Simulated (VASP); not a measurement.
A run of VASP 6.6.1 is set up as follows.

File POSCAR:

```
H7C2Cl
1.0
    7.7854430000      0.0000000000      0.0000000000
    0.0000000000      7.7854430000      0.0000000000
    0.0000000000      0.0000000000      7.7854430000
C H Cl
6 21 3
Direct
    0.6134302055      0.4239974623      0.1567530276
    0.7995645430      0.4815531277      0.1723354965
    0.7838196440     -0.0250307449      0.7039878753
    0.7324579778      0.1072131628      0.5692376516
    0.3642334772      0.1078663357      1.0009167125
    0.2292316326     -0.0248687749      0.9531576777
    0.5827537652      0.3201668192      0.2458004213
    0.5263296499      0.5305048630      0.1832747099
    0.5848183235      0.3781577649      0.0274792183
    0.8293395730      0.5833400497      0.0802075733
    0.8283755507      0.5316434455      0.3001718548
    0.8862904111      0.3740895512      0.1477710190
    0.6752490082     -0.0557623067      0.7881824287
    0.8272589612     -0.1444219048      0.6447565933
    0.8885034885      0.0233015081      0.7836530368
    0.8384661810      0.1327908524      0.4806611998
    0.6232698186      0.0626016927      0.4936844824
    0.6964426191      0.2292137857      0.6285756891
    0.4131547275      0.1732117781      0.8870517166
    0.3118029134      0.2062106266      1.0856062559
    0.4726402046      0.0492128619      1.0676141102
    0.1769668359     -0.0882640036      1.0668497328
    0.1219143520      0.0339726687      0.8847617523
    0.2822600627     -0.1233909082      0.8682712358
    0.1579241905      0.6980930938      0.3385308672
    0.7944913219      0.9212911379      0.0086286970
    0.3546054782      0.6326406968      0.7721599891
    0.2358029345      0.8098870546      0.4318193500
    0.7984403238      0.9482901490      0.1720672929
    0.4758191248      0.5343275550      0.7156196322
```

INCAR.step1

```
SYSTEM = H7C2Cl
ALGO     = Normal         ! electronic algorithm
EDIFF    = 1E-4           ! SCF threshold, eV
ENCUT    = 520            ! plane-wave cutoff, eV
GGA      = PE             ! functional
ISMEAR   = -1             ! smearing method
LASPH    = .True.         ! aspherical terms in the spheres
LCHARG   = .False.        ! write CHGCAR
LREAL    = Auto         
LWAVE    = .True.         ! write WAVECAR
NBANDS   = 54             ! bands
NELM     = 80             ! most SCF steps
PREC     = Accurate       ! precision mode
SIGMA    = 0.05           ! smearing width, eV
```

File INCAR.step2:

```
SYSTEM = H7C2Cl
ALGO     = Normal         ! electronic algorithm
EDIFF    = 1E-7           ! SCF threshold, eV
ENCUT    = 520            ! plane-wave cutoff, eV
ISIF     = 2              ! what is computed and relaxed
ISMEAR   = -1             ! smearing method
ISTART   = 1            
LASPH    = .True.         ! aspherical terms in the spheres
LCHARG   = .False.        ! write CHGCAR
LMIXTAU  = .True.       
LREAL    = Auto         
LWAVE    = .False.        ! write WAVECAR
METAGGA  = R2SCAN         ! meta-GGA
NBANDS   = 54             ! bands
NELM     = 80             ! most SCF steps
PREC     = Accurate       ! precision mode
SIGMA    = 0.05           ! smearing width, eV
```

File KPOINTS:

```
k-points
0
Gamma
  1 1 1
  0 0 0
```

Potentials or basis: VASP PAW PBE potentials, release 64 (C, H, Cl).

Run with:

```bash
$ cat potpaw_PBE.64/C/POTCAR potpaw_PBE.64/H/POTCAR potpaw_PBE.64/Cl/POTCAR > POTCAR
$ cp INCAR.step1 INCAR
$ mpirun -np 1 vasp_gam > vasp.out
$ cp INCAR.step2 INCAR
$ mpirun -np 1 vasp_gam > vasp.out
```

Problem. Predict the largest force.

Solution. 0.452 eV/Å.

Problem. Estimate the pressure.

Solution. 0.1 GPa.

Stress tensor (GPa, compression positive):
```
 0.14  0.00  0.19
 0.00  0.14 -0.10
 0.19 -0.10  0.08
```

Caveat: the k points lie up to 0.81 Å⁻¹ apart, too coarse for converged energies, forces and pressures; the PAW data sets were made with another functional, which shifts forces and pressure a little.
